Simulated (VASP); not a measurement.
# HfO2 (Fm-3m) in VASP: notebook

Runs on HfO2. Level: r2SCAN. Tasks: single point, relaxation of cell and atoms.

Everything below comes from runs of VASP 6.6.1. Logs are shortened: lines on timing, memory, paths and dates and some standing lists are left out, and cuts for length are marked.

## (1) The cell of the first run

Symmetry: Fm-3m, No. 225, cubic system. Conventional cell: a = 5.059 Å, b = 5.059 Å, c = 5.059 Å, α = 90.00°, β = 90.00°, γ = 90.00°. Within 2.9 Å of Hf (site symmetry m-3m) lie 8 O at 2.19 Å. O (site symmetry -43m) has 4 Hf at 2.19 Å and 6 O at 2.53 Å within 2.9 Å.

## (2) Single point, r2SCAN

POSCAR

```
HfO2
1.0
    0.0000000000      2.5293068884      2.5293068884
    2.5293068884      0.0000000000      2.5293068884
    2.5293068884      2.5293068884      0.0000000000
Hf O
1 2
Direct
    0.0000000000      0.0000000000      0.0000000000
    0.7500000000      0.7500000000      0.7500000000
    0.2500000000      0.2500000000      0.2500000000
```

INCAR.step1

```
SYSTEM = HfO2
PREC = Accurate
ENCUT = 520
ISMEAR = 0
SIGMA = 0.1
LREAL = .False.
LASPH = .True.
NELM = 100
NBANDS = 18
GGA = PE
ALGO = Normal
EDIFF = 1E-4
LWAVE = .True.
LCHARG = .False.
```

INCAR.step2

```
SYSTEM = HfO2
PREC = Accurate
ENCUT = 520
EDIFF = 1E-6
ISMEAR = 0
SIGMA = 0.1
LREAL = .False.
LASPH = .True.
NELM = 100
ALGO = Normal
ISIF = 2
LWAVE = .False.
LCHARG = .False.
METAGGA = R2SCAN
LMIXTAU = .True.
NBANDS = 18
ISTART = 1
```

KPOINTS

```
Automatic mesh
0
Gamma
  6 6 6
  0 0 0
```

Potentials or basis: VASP PAW PBE potentials, release 64 (Hf_pv, O).

The run is started by

```sh
$ cat potpaw_PBE.64/Hf_pv/POTCAR potpaw_PBE.64/O/POTCAR > POTCAR
$ cp INCAR.step1 INCAR
$ mpirun -np 1 vasp_std > vasp.out
$ cp INCAR.step2 INCAR
$ mpirun -np 1 vasp_std > vasp.out
```

OUTCAR:

```text
SYSTEM = HfO2
   PREC = Accurate
   ENCUT = 520
   EDIFF = 1E-6
   ISMEAR = 0
   LREAL = .False.
   LASPH = .True.
   NELM = 100
   ISIF = 2
   METAGGA = R2SCAN
   ISTART = 1

 ion  position               nearest neighbor table
   1  0.000  0.000  0.000-   2 2.19   2 2.19   2 2.19   2 2.19   3 2.19   3 2.19   3 2.19   3 2.19

   2  0.750  0.750  0.750-   1 2.19   1 2.19   1 2.19   1 2.19
   3  0.250  0.250  0.250-   1 2.19   1 2.19   1 2.19   1 2.19

  LATTYP: Found a face centered cubic cell.
 ALAT       =     5.0586137768

  Lattice vectors:

 A1 = (   0.0000000000,   2.5293068884,   2.5293068884)
 A2 = (   2.5293068884,   0.0000000000,   2.5293068884)
 A3 = (   2.5293068884,   2.5293068884,   0.0000000000)

Analysis of symmetry for initial positions (statically):
=====================================================================
 Subroutine PRICEL returns:
 Original cell was already a primitive cell.

 Routine SETGRP: Setting up the symmetry group for a
 face centered cubic supercell.

 Subroutine GETGRP returns: Found 48 space group operations
 (whereof 48 operations were pure point group operations)
 out of a pool of 48 trial point group operations.

The static configuration has the point symmetry O_h .

Analysis of symmetry for dynamics (positions and initial velocities):
=====================================================================
 Subroutine PRICEL returns:
 Original cell was already a primitive cell.

 Routine SETGRP: Setting up the symmetry group for a
 face centered cubic supercell.

 Subroutine GETGRP returns: Found 48 space group operations
 (whereof 48 operations were pure point group operations)
 out of a pool of 48 trial point group operations.

The dynamic configuration has the point symmetry O_h .

 Subroutine INISYM returns: Found 48 space group operations
 (whereof 48 operations are pure point group operations),
 and found     1 'primitive' translations

----------------------------------------------------------------------------------------

                                     Primitive cell

  volume of cell :      32.3619

  direct lattice vectors                    reciprocal lattice vectors
     0.000000000  2.529306888  2.529306888    -0.197682615  0.197682615  0.197682615
     2.529306888  0.000000000  2.529306888     0.197682615 -0.197682615  0.197682615
     2.529306888  2.529306888  0.000000000     0.197682615  0.197682615 -0.197682615

  length of vectors
     3.576980105  3.576980105  3.576980105     0.342396333  0.342396333  0.342396333

  position of ions in fractional coordinates (direct lattice)
     0.000000000  0.000000000  0.000000000
     0.750000000  0.750000000  0.750000000
     0.250000000  0.250000000  0.250000000

  ion indices of the primitive-cell ions
   primitive index   ion index
                 1           1
                 2           2
                 3           3

----------------------------------------------------------------------------------------

 KPOINTS: Automatic mesh

Automatic generation of k-mesh.
 Grid dimensions read from file:
 generate k-points for:    6    6    6

 Generating k-lattice:

  Cartesian coordinates                     Fractional coordinates (reciprocal lattice)
    -0.032947103  0.032947103  0.032947103     0.166666667  0.000000000  0.000000000
     0.032947103 -0.032947103  0.032947103     0.000000000  0.166666667  0.000000000
     0.032947103  0.032947103 -0.032947103     0.000000000  0.000000000  0.166666667

  Length of vectors
     0.057066056  0.057066056  0.057066056

  Shift w.r.t. Gamma in fractional coordinates (k-lattice)
     0.000000000  0.000000000  0.000000000

 Subroutine IBZKPT returns following result:
 ===========================================

 Found     16 irreducible k-points:

 Following reciprocal coordinates:
            Coordinates               Weight
  0.000000  0.000000  0.000000      1.000000
  0.166667  0.000000  0.000000      8.000000
  0.333333  0.000000  0.000000      8.000000
  0.500000  0.000000  0.000000      4.000000
  0.166667  0.166667  0.000000      6.000000
  0.333333  0.166667  0.000000     24.000000
[... 8 lines left out ...]
 -0.333333  0.333333  0.166667     24.000000
 -0.333333  0.500000  0.166667     12.000000
   k-points           NKPTS =     16   k-points in BZ     NKDIM =     16   number of bands    NBANDS=     18
   number of dos      NEDOS =    301   number of ions     NIONS =      3
   total plane-waves  NPLWV =  21952
   dimension x,y,z NGX =    28 NGY =   28 NGZ =   28
   dimension x,y,z NGXF=    56 NGYF=   56 NGZF=   56
   ions per type =               1   2
   NGX,Y,Z   is equivalent  to a cutoff of  13.01, 13.01, 13.01 a.u.
   NGXF,Y,Z  is equivalent  to a cutoff of  26.03, 26.03, 26.03 a.u.
 SYSTEM =  HfO2
   PREC   = accura    normal or accurate (medium, high low for compatibility)
   ISTART =      1    job   : 0-new  1-cont  2-samecut
   ICHARG =      0    charge: 1-file 2-atom 10-const
   ISPIN  =      1    spin polarized calculation?
   LNONCOLLINEAR =      F non collinear calculations
   LSORBIT =      F    spin-orbit coupling
   LASPH  =      T    aspherical Exc in radial PAW
   ENCUT  =  520.0 eV  38.22 Ry    6.18 a.u.   6.65  6.65  6.65*2*pi/ulx,y,z
   NELM   =    100;   NELMIN=  2; NELMDL=  0     # of ELM steps
   EDIFF  = 0.1E-05   stopping-criterion for ELM
   LREAL  =      F    real-space projection
   EDIFFG = 0.1E-04   stopping-criterion for IOM
   NSW    =      0    number of steps for IOM
   IBRION =     -1    ionic relax: 0-MD 1-quasi-New 2-CG
   NFREE  =      0    steps in history (QN), initial steepest desc. (CG)
   ISIF   =      2    stress and relaxation
   ISYM   =      2    0-nonsym 1-usesym 2-fastsym
   POTIM  = 0.5000    time-step for ionic-motion
   TEBEG  =    0.0;   TEEND  =   0.0 temperature during run
   PSTRESS=    0.0 pullay stress
   NELECT =      22.0000    total number of electrons
   NUPDOWN=      -1.0000    fix difference up-down
   EMIN   =  10.00;   EMAX   =-10.00  energy-range for DOS
   EFERMI =   0.00;   METHOD = LEGACY
   ISMEAR =     0;   SIGMA  =   0.10  broadening in eV -4-tet -1-fermi 0-gaus
   EFERMI_NEDOS =   21; number of points for ismear=-14 and -15
   IALGO  =     38    algorithm
   IMIX   =      4    mixing-type and parameters
     AMIX     =   0.40;   BMIX     =  1.00
     AMIX_MAG =   1.60;   BMIX_MAG =  1.00
  volume/ion in A,a.u.               =      10.79        72.80
  Fermi-wavevector in a.u.,A,eV,Ry     =   1.439475  2.720214 28.192482  2.072089
  Thomas-Fermi vector in A             =   2.558327
   LORBIT       =      0    0 simple, 1 ext, 2 COOP (PROOUT), +10 PAW based schemes
   METAGGA = R2SCAN    functional components
   LHFCALC =     F    Hartree Fock is set to
   AEXX    =    0.0000 exact exchange contribution
   IVDW    =     0    specifies the selected vdW correction
   LEPSILON=     F    determine dielectric tensor
   LRPA    =     F    only Hartree local field effects (RPA)
 non-spin polarized calculation
 Gauss-broadening in eV      SIGMA  =   0.10
  energy-cutoff  :      520.00
  volume of cell :       32.36
 maximum number of plane-waves:       893
 NGX is ok and might be reduce to    28
   NGX = 13   NGY = 13   NGZ = 13

 number of electron      21.9999992 magnetization

 Free energy of the ion-electron system (eV)
  ---------------------------------------------------
  ext. energy  EPLUGINS =         0.00000000
  ---------------------------------------------------
  free energy    TOTEN  =       -68.54728205 eV

  energy without entropy =      -68.54728205  energy(sigma->0) =      -68.54728205

 E-fermi :   4.4652     XC(G=0): -12.6173

 val. band max:        3.9679109377   @ k =   0.5000   0.5000   0.0000
 cond. band min:       8.2823269717   @ k =   0.5000   0.5000   0.0000
 fundamental gap:      4.3144160341
 Fermi energy:         4.4652331254

 k-point     1 :       0.0000    0.0000    0.0000
  band No.  band energies     occupation
      1     -26.6579      2.00000
      2     -26.6579      2.00000
      3     -26.6579      2.00000
      4     -15.8034      2.00000
      5     -12.7676      2.00000
      6      -1.5151      2.00000
[... 10 lines left out ...]
     17      15.0527      0.00000
     18      16.6779      0.00000

 k-point     2 :       0.1667    0.0000    0.0000
  band No.  band energies     occupation
      1     -26.7790      2.00000
      2     -26.6707      2.00000
      3     -26.6707      2.00000
      4     -15.4430      2.00000
      5     -13.0478      2.00000
      6      -1.2499      2.00000
[... 10 lines left out ...]
     17      14.6040      0.00000
     18      16.6756      0.00000

 k-point     3 :       0.3333    0.0000    0.0000
  band No.  band energies     occupation
      1     -27.0066      2.00000
      2     -26.6960      2.00000
      3     -26.6960      2.00000
      4     -14.7821      2.00000
      5     -13.4391      2.00000
      6      -0.7012      2.00000
[... 10 lines left out ...]
     17      14.2367      0.00000
     18      16.6556      0.00000

 k-point     4 :       0.5000    0.0000    0.0000
  band No.  band energies     occupation
      1     -27.1141      2.00000
      2     -26.7086      2.00000
      3     -26.7086      2.00000
      4     -14.5730      2.00000
      5     -13.4607      2.00000
      6      -0.4334      2.00000
[... 207 lines left out ...]
      4     -14.1729      2.00000
      5     -13.7713      2.00000
      6      -1.1041      2.00000
[... 10 lines left out ...]
     17      15.6180      0.00000
     18      16.6725      0.00000

 k-point    15 :      -0.3333    0.3333    0.1667
  band No.  band energies     occupation
      1     -27.0142      2.00000
      2     -26.9053      2.00000
      3     -26.7564      2.00000
      4     -14.0286      2.00000
      5     -13.7489      2.00000
      6      -1.1112      2.00000
[... 10 lines left out ...]
     17      16.4047      0.00000
     18      16.6693      0.00000

 k-point    16 :      -0.3333    0.5000    0.1667
  band No.  band energies     occupation
      1     -27.0583      2.00000
      2     -26.8766      2.00000
      3     -26.7842      2.00000
      4     -13.9526      2.00000
      5     -13.7349      2.00000
      6      -1.9977      2.00000
[... 10 lines left out ...]
     17      16.6709      0.00000
     18      17.6564      0.00000

------------------------ aborting loop because EDIFF is reached ----------------------------------------

  FORCE on cell =-STRESS in cart. coord.  units (eV):
  Direction    XX          YY          ZZ          XY          YZ          ZX
  --------------------------------------------------------------------------------------
  -------------------------------------------------------------------------------------
  Total       -0.8091563     -0.8091563     -0.8091563     -0.0000000     -0.0000000      0.0000000
  in kB      -40.0597693    -40.0597693    -40.0597693     -0.0000000     -0.0000000      0.0000000
  external PRESSURE =     -40.0597693 kB  Pullay stress =       0.0000000 kB

 VOLUME and BASIS-vectors are now :
 -----------------------------------------------------------------------------
  energy-cutoff  :      520.00
  volume of cell :       32.36
      direct lattice vectors                 reciprocal lattice vectors
     0.000000000  2.529306888  2.529306888    -0.197682615  0.197682615  0.197682615
     2.529306888  0.000000000  2.529306888     0.197682615 -0.197682615  0.197682615
     2.529306888  2.529306888  0.000000000     0.197682615  0.197682615 -0.197682615

 POSITION                                       TOTAL-FORCE (eV/Angst)
 -----------------------------------------------------------------------------------
      0.00000      0.00000      0.00000         0.000000      0.000000      0.000000
      3.79396      3.79396      3.79396        -0.000000     -0.000000     -0.000000
      1.26465      1.26465      1.26465         0.000000      0.000000      0.000000
 -----------------------------------------------------------------------------------
    total drift:                                0.000000      0.000000      0.000000

  FREE ENERGIE OF THE ION-ELECTRON SYSTEM (eV)
  ---------------------------------------------------
  free  energy   TOTEN  =       -68.5472820508 eV

  energy  without entropy=      -68.5472820508  energy(sigma->0) =      -68.54728205
```

Run time: 52 s. Hardware: 1 thread of Intel Xeon Platinum 8259CL at 2.50GHz (Skylake/Cascade Lake), shared host; peak memory 0.16 GiB.

What came out:

| Item | Value |
| --- | --- |
| Free energy | -68.5473 eV |
| Pressure | -4.0 GPa |
| Band gap on the k mesh | 4.31 eV, direct |

Caveat: the PAW data sets were made with another functional, which shifts forces and pressure a little; spin-orbit coupling is left out, which moves the levels of the heavy elements. r2SCAN opens gaps a little over a GGA but as a rule still falls short of measured ones.

## (3) Single point, r2SCAN

POSCAR is that of step 2.

Changes to INCAR.step1 since step 2:

```diff
@@ -4,6 +4,6 @@
 ISMEAR = 0
-SIGMA = 0.1
+SIGMA = 0.02
 LREAL = .False.
 LASPH = .True.
-NELM = 100
+NELM = 60
 NBANDS = 18
```

Changes to INCAR.step2 since step 2:

```diff
@@ -5,6 +5,6 @@
 ISMEAR = 0
-SIGMA = 0.1
+SIGMA = 0.02
 LREAL = .False.
 LASPH = .True.
-NELM = 100
+NELM = 60
 ALGO = Normal
```

KPOINTS

```
Automatic mesh
0
Gamma
  8 8 8
  0 0 0
```

Potentials or basis: VASP PAW PBE potentials, release 64 (Hf_pv, O).

The run is started by

```sh
$ cat potpaw_PBE.64/Hf_pv/POTCAR potpaw_PBE.64/O/POTCAR > POTCAR
$ cp INCAR.step1 INCAR
$ mpirun -np 1 vasp_std > vasp.out
$ cp INCAR.step2 INCAR
$ mpirun -np 1 vasp_std > vasp.out
```

Wall time 68 s (1 thread of Intel Xeon Platinum 8259CL at 2.50GHz (Skylake/Cascade Lake), shared host); peak memory 0.17 GiB.

Results (log left out):

- Free energy: -68.5473 eV
- Pressure: -4.0 GPa
- Band gap on the k mesh: 4.32 eV, direct

Levels at points of the mesh, in eV from the valence-band top:
| k point | band 7 | band 8 | band 9 | band 10 | band 11 | band 12 | band 13 | band 14 | band 15 | band 16 |
| --- | --- | --- | --- | --- | --- | --- | --- | --- | --- | --- |
| (0.00, 0.00, 0.00) | -5.48 | -5.48 | -0.64 | -0.64 | -0.64 | 4.42 | 4.42 | 6.52 | 11.09 | 11.09 |
| (0.50, 0.00, 0.00) | -4.40 | -3.08 | -2.82 | -1.90 | -1.90 | 5.13 | 5.13 | 7.56 | 9.64 | 10.02 |
| (0.50, 0.50, 0.00) | -3.59 | -3.59 | -1.56 | -1.56 | 0.00 | 4.32 | 6.05 | 7.24 | 8.73 | 8.73 |

Caveat: the PAW data sets were made with another functional, which shifts forces and pressure a little; spin-orbit coupling is left out, which moves the levels of the heavy elements.

(Part 1 of 2 ends here.)
